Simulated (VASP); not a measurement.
A run of VASP 6.6.1:

INCAR

```
ALGO     = Normal         # electronic algorithm
EDIFF    = 1E-6           # SCF threshold, eV
EDIFFG   = -0.05          # ionic threshold
ENCUT    = 600            # plane-wave cutoff, eV
GGA      = PS             # functional
IBRION   = 2              # ionic algorithm
ISIF     = 3              # what is computed and relaxed
ISMEAR   = 0              # smearing method
LASPH    = True           # aspherical terms in the spheres
LCHARG   = False          # write CHGCAR
LREAL    = False          # projectors in reciprocal space
LWAVE    = False          # write WAVECAR
NELM     = 80             # most SCF steps
NSW      = 80             # ionic steps
PREC     = Accurate       # precision mode
SIGMA    = 0.1            # smearing width, eV
```

KPOINTS

```
k-points
0
Gamma
  10 10 10
```

Contents of POSCAR:

```
V
1.0
   -1.5161409175      1.5161409175      1.5161409175
    1.5161409175     -1.5161409175      1.5161409175
    1.5161409175      1.5161409175     -1.5161409175
V
1
Direct
    0.0000000000      0.0000000000      0.0000000000
```

Potentials or basis: VASP PAW PBE potentials, release 64 (V_sv).

The run is started by

```sh
$ cat potpaw_PBE.64/V_sv/POTCAR > POTCAR
$ mpirun -np 1 vasp_std > vasp.out
```

Hardware: 1 thread of AMD EPYC 7R13 Processor (Zen 3), with other jobs on the host.

Problem. Estimate the wall time of this run.

Solution. Wall time 17 s on 1 thread of AMD EPYC 7R13 Processor (Zen 3), on a shared host, peak memory 0.12 GiB. Counts: scf iterations 26, k points 47, ion steps 3.
